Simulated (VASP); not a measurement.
Rb2Ag3: relaxation of cell and atoms with PBE

Crystal: Rb2Ag3.

```
Rb Ag
1.0
     5.56049    0.00000    0.00000
     0.00000    5.56049    0.00000
     0.00000    0.00000    5.56049
Rb Ag
2 3
Direct
  0.00000 0.00000 0.00000
  0.50000 0.50000 0.50000
  0.50000 0.00000 0.00000
  0.00000 0.50000 0.00000
  0.00000 0.00000 0.50000
```

The cell was built from a structure type or drawn by symmetry, and may not be a known phase.

| Property | Result |
| --- | --- |
| Program | VASP 6.6.1 |
| Task | relaxation of cell and atoms |
| Functional | PBE |
| Potentials or basis | VASP PAW PBE potentials, release 64 (Rb_sv, Ag) |
| Cutoff | 500 eV |
| k mesh | 4 × 4 × 4 |
| Occupations | gaussian, width 0.1 eV |
| Spin | no spin polarisation |
| Dipole correction | no |
| Further INCAR settings | ALGO = Normal; EDIFF = 1e-07; IBRION = 2; EDIFFG = -0.04; NSW = 90; ISIF = 3 |

```json
{
  "Relaxed volume": "52.81 Å³/atom",
  "Relaxed cell": "a = 6.415 Å, b = 6.415 Å, c = 6.415 Å, α = 90.00°, β = 90.00°, γ = 90.00°",
  "Space group after relaxing (to 0.1 Å)": "Pm-3m (No. 221)",
  "Energy gained by relaxing": "250.1 meV/atom",
  "Ionic steps": "5",
  "Pressure after relaxing": "0.0 GPa",
  "Band gap on the k mesh": "zero (an odd number of electrons rules out a gap without spin polarisation)"
}
```

Step by step:
```tsv
step	energy change (eV)	largest force (eV/Å)	pressure (GPa)	volume (Å³)
1	0.0000	0.0000	6.33	171.93
2	-0.9130	0.0000	2.35	208.00
3	-1.2049	0.0000	0.67	240.91
4	-1.2478	0.0000	0.14	258.45
5	-1.2503	0.0000	0.01	264.03
```

Final structure:
```cif
data_structure
_symmetry_space_group_name_H-M 'P 1'
_symmetry_Int_Tables_number 1
_cell_length_a 6.4153
_cell_length_b 6.4153
_cell_length_c 6.4153
_cell_angle_alpha 90.000
_cell_angle_beta 90.000
_cell_angle_gamma 90.000
_cell_volume 264.03
loop_
_atom_site_label
_atom_site_type_symbol
_atom_site_fract_x
_atom_site_fract_y
_atom_site_fract_z
_atom_site_occupancy
Rb1 Rb 0.00000 0.00000 0.00000 1
Rb2 Rb 0.50000 0.50000 0.50000 1
Ag1 Ag 0.50000 0.00000 0.00000 1
Ag2 Ag 0.00000 0.50000 0.00000 1
Ag3 Ag 0.00000 0.00000 0.50000 1
```

Levels at points of the mesh, in eV from the Fermi level:
```
           k point  band 22  band 23  band 24  band 25  band 26  band 27  band 28  band 29
(0.00, 0.00, 0.00)    -3.11    -3.02    -2.22     0.12     0.12     2.42     2.42     2.42
(0.50, 0.00, 0.00)    -3.11    -3.06    -1.52    -0.84     0.27     2.83     2.83     3.04
(0.50, 0.50, 0.00)    -3.09    -3.08    -0.88    -0.37    -0.37     0.89     2.78     2.97
(0.50, 0.50, 0.50)    -3.06    -3.06    -0.12    -0.12    -0.12     1.43     1.43     1.43
```

Wall time 4.2 min on 1 thread of Intel Xeon 8259CL (shared host), peak memory 0.28 GiB.

Caveat: the volume moved by over 15 % at a fixed basis, so the end points are rough.
